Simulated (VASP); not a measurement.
# Ni (Fm-3m) in VASP: single point with PBE

Aim: the single point of Ni with PBE.

All numbers are computed with VASP 6.6.1; they aren't measurements. Logs are shortened: lines on timing, memory, paths and dates and some standing lists are left out, and cuts for length are marked.

### 1 The cell of the first run

It takes space group Fm-3m (No. 225, cubic). The conventional cell has a = 3.534 Å, b = 3.534 Å, c = 3.534 Å, α = 90.00°, β = 90.00°, γ = 90.00°. Ni (site symmetry m-3m) has 12 Ni at 2.50 Å within 3.3 Å.

### 2 Single point, PBE, collinear spin, ferromagnetic start

INCAR

```
SYSTEM = Ni
  PREC = Accurate
  ENCUT = 520
  EDIFF = 1E-7
  ISMEAR = -1
  SIGMA = 0.1
  LREAL = .False.
  LASPH = .True.
  NELM = 150
  ALGO = Normal
  ISIF = 2
  LWAVE = .False.
  LCHARG = .False.
  ISPIN = 2
  MAGMOM = 0.73 0.73
  LORBIT = 11
  LMAXMIX = 4
  GGA = PE
  ISYM = 0
  NBANDS = 21
```

KPOINTS

```
regular mesh
0
Gamma
  13 8 11
  0 0 0
```

POSCAR

```
Ni
1.0
    0.0000000000     -1.7671500000     -1.7671500000
   -3.5343000000     -1.7671500000     -1.7671500000
    0.0000000000      1.7671500000     -1.7671500000
Ni
2
Direct
    0.0000000000      0.0000000000      0.0000000000
    0.0000000000      0.5000000000      0.5000000000
```

Potentials or basis: VASP PAW PBE potentials, release 64 (Ni).

The run is started by

```bash
$ cat potpaw_PBE.64/Ni/POTCAR > POTCAR
$ mpirun -np 1 vasp_std > vasp.out
```

OUTCAR:

```text
SYSTEM = Ni
   PREC = Accurate
   ENCUT = 520
   EDIFF = 1E-7
   ISMEAR = -1
   LREAL = .False.
   LASPH = .True.
   NELM = 150
   ISIF = 2
   ISPIN = 2
   LORBIT = 11
   GGA = PE
   ISYM = 0

 ion  position               nearest neighbor table
   1  0.000  0.000  0.000-   2 2.50   2 2.50   2 2.50   2 2.50   2 2.50   2 2.50   2 2.50   2 2.50

   2  0.000  0.500  0.500-   1 2.50   1 2.50   1 2.50   1 2.50   1 2.50   1 2.50   1 2.50   1 2.50

IMPORTANT INFORMATION: All symmetrisations will be switched off!
NOSYMM: (Re-)initialisation of all symmetry stuff for point group C_1.

----------------------------------------------------------------------------------------

                                     Primitive cell

  volume of cell :      22.0740

  direct lattice vectors                    reciprocal lattice vectors
     0.000000000 -1.767150000 -1.767150000     0.282941459 -0.282941459 -0.282941459
    -3.534300000 -1.767150000 -1.767150000    -0.282941459  0.000000000  0.000000000
     0.000000000  1.767150000 -1.767150000     0.000000000  0.282941459 -0.282941459

  length of vectors
     2.499127497  4.328615799  2.499127497     0.490068983  0.282941459  0.400139649

  position of ions in fractional coordinates (direct lattice)
     0.000000000  0.000000000  0.000000000
     0.000000000  0.500000000  0.500000000

  ion indices of the primitive-cell ions
   primitive index   ion index
                 1           1
                 2           2

----------------------------------------------------------------------------------------

 KPOINTS: regular mesh

Automatic generation of k-mesh.
 Grid dimensions read from file:
 generate k-points for:   13    8   11

 Generating k-lattice:

  Cartesian coordinates                     Fractional coordinates (reciprocal lattice)
     0.021764728 -0.021764728 -0.021764728     0.076923077  0.000000000  0.000000000
    -0.035367682  0.000000000  0.000000000     0.000000000  0.125000000  0.000000000
     0.000000000  0.025721951 -0.025721951     0.000000000  0.000000000  0.090909091

  Length of vectors
     0.037697614  0.035367682  0.036376332

  Shift w.r.t. Gamma in fractional coordinates (k-lattice)
     0.000000000  0.000000000  0.000000000

 -----------------------------------------------------------------------------
|                                                                             |
|           W    W    AA    RRRRR   N    N  II  N    N   GGGG   !!!           |
|           W    W   A  A   R    R  NN   N  II  NN   N  G    G  !!!           |
|           W    W  A    A  R    R  N N  N  II  N N  N  G       !!!           |
|           W WW W  AAAAAA  RRRRR   N  N N  II  N  N N  G  GGG   !            |
|           WW  WW  A    A  R   R   N   NN  II  N   NN  G    G                |
|           W    W  A    A  R    R  N    N  II  N    N   GGGG   !!!           |
[... 92 lines left out ...]
   IVDW    =     0    specifies the selected vdW correction
   LEPSILON=     F    determine dielectric tensor
   LRPA    =     F    only Hartree local field effects (RPA)
 spin polarized calculation
  energy-cutoff  :      520.00
  volume of cell :       22.07
 maximum number of plane-waves:       613
   NGX =  9   NGY = 17   NGZ =  9

 number of electron      19.9999988 magnetization       1.2283065

 Free energy of the ion-electron system (eV)
  ---------------------------------------------------
  ext. energy  EPLUGINS =         0.00000000
  ---------------------------------------------------
  free energy    TOTEN  =       -10.99526868 eV

  energy without entropy =      -10.88629537  energy(sigma->0) =      -10.94078203

 E-fermi :   9.1614     XC(G=0): -13.1713

 val. band max:        9.1611190929   @ k =  -0.1538   0.2500   0.0909
 cond. band min:       9.1621775167   @ k =  -0.2308  -0.3750   0.3636
 fundamental gap:      0.0010584238
 Fermi energy:         9.1613828721

 spin component 1

 k-point     1 :       0.0000    0.0000    0.0000
  band No.  band energies     occupation
      1       0.2629      1.00000
      2       4.6118      1.00000
      3       5.0675      1.00000
      4       6.7918      1.00000
      5       6.7921      1.00000
      6       6.7933      1.00000
[... 565 lines left out ...]
     20      37.9222      0.00000
     21      38.1953      0.00000

 [... further k-points ...]

 spin component 2

 k-point     1 :       0.0000    0.0000    0.0000
  band No.  band energies     occupation
      1       0.2298      1.00000
      2       4.9603      1.00000
      3       5.6622      1.00000
      4       7.5188      1.00000
      5       7.5198      1.00000
      6       7.5208      1.00000
[... 565 lines left out ...]
     20      37.8871      0.00000
     21      38.1672      0.00000

 [... further k-points ...]

------------------------ aborting loop because EDIFF is reached ----------------------------------------

  FORCE on cell =-STRESS in cart. coord.  units (eV):
  Direction    XX          YY          ZZ          XY          YZ          ZX
  --------------------------------------------------------------------------------------
  -------------------------------------------------------------------------------------
  Total       -0.3142847     -0.3283323     -0.3283365     -0.0016148     -0.0006811     -0.0016146
  in kB      -22.8114876    -23.8310906    -23.8313941     -0.1172029     -0.0494365     -0.1171912
  external PRESSURE =     -23.4913241 kB  Pullay stress =       0.0000000 kB

 VOLUME and BASIS-vectors are now :
 -----------------------------------------------------------------------------
  energy-cutoff  :      520.00
  volume of cell :       22.07
      direct lattice vectors                 reciprocal lattice vectors
     0.000000000 -1.767150000 -1.767150000     0.282941459 -0.282941459 -0.282941459
    -3.534300000 -1.767150000 -1.767150000    -0.282941459  0.000000000  0.000000000
     0.000000000  1.767150000 -1.767150000     0.000000000  0.282941459 -0.282941459

 POSITION                                       TOTAL-FORCE (eV/Angst)
 -----------------------------------------------------------------------------------
      0.00000      0.00000      0.00000        -0.000000      0.000000     -0.000000
     -1.76715      0.00000     -1.76715         0.000000     -0.000000      0.000000
 -----------------------------------------------------------------------------------
    total drift:                               -0.000000      0.000000     -0.000000

  FREE ENERGIE OF THE ION-ELECTRON SYSTEM (eV)
  ---------------------------------------------------
  free  energy   TOTEN  =       -10.9952686849 eV

  energy  without entropy=      -10.8862953716  energy(sigma->0) =      -10.94078203

 total charge

# of ion       s       p       d       tot
------------------------------------------
    1        0.491   0.485   8.308   9.285
    2        0.491   0.485   8.308   9.285
--------------------------------------------------
tot          0.983   0.971  16.616  18.570

 magnetization (x)

# of ion       s       p       d       tot
------------------------------------------
    1       -0.006  -0.024   0.657   0.627
    2       -0.006  -0.024   0.657   0.627
--------------------------------------------------
tot         -0.013  -0.047   1.314   1.254
```

Run time: 16 min. Hardware: 1 thread of Intel Xeon 8259CL, shared host; peak memory 0.45 GiB.

What came out:

```yaml
Free_energy: -10.9953 eV
Pressure: -2.3 GPa
Net_moment: 1.23 μB per cell
Site_moments: Ni +0.63 μB
Valence_electrons_inside_the_program's_atomic_spheres: Ni 9.29
```

Stress tensor (GPa, compression positive):
```
-2.28 -0.01 -0.01
-0.01 -2.38  0.00
-0.01  0.00 -2.38
```
